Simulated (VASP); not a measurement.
Runs of VASP 6.6.1 on HfC. The structure is that of space group Fm-3m (No. 225), or close to it. The cells are those of the table. 

```csv
task,cell,cutoff (eV),gap on the mesh (eV),pressure (GPa)
single point,"a = 3.173 Å, angles 60.0°, 2 atoms",520,none,29.6
single point,"a = 3.131 Å, angles 60.0°, 2 atoms",520,none,(a)
relaxation of cell and atoms,"relaxed to 30 GPa from a = 3.288 Å, angles 60.0°, 2 atoms",600,none,30.0
relaxation of cell and atoms,"relaxed to 15 GPa from a = 3.288 Å, angles 60.0°, 2 atoms",600,none,14.9
single point,"a = 3.281 Å, angles 60.0°, 2 atoms",520,none,-1.0
relaxation of cell and atoms,"relaxed from a = 3.288 Å, angles 60.0°, 2 atoms",600,none,-0.1
relaxation of cell and atoms,"relaxed to 45 GPa from a = 3.288 Å, angles 60.0°, 2 atoms",600,none,45.0
single point,"a = 3.222 Å, angles 60.0°, 2 atoms",520,none,14.2
```

Alike in all rows: level r2SCAN; potentials or basis VASP PAW PBE potentials, release 64 (Hf_pv, C); no spin polarisation; k mesh 8 × 8 × 8; smearing fermi-dirac 0.05 eV.

Q: Estimate the missing entries.

A: (a) 45.1.

Caveats: the PAW data sets were made with another functional, which shifts forces and pressure a little; spin-orbit coupling is left out, which moves the levels of the heavy elements; the cell is relaxed towards a set pressure, so the enthalpy falls and the energy may rise (some runs).

A k mesh can miss the band edges, and the runs leave out spin-orbit coupling on Hf.

A gap of «none» marks levels without a gap at the run's occupations.
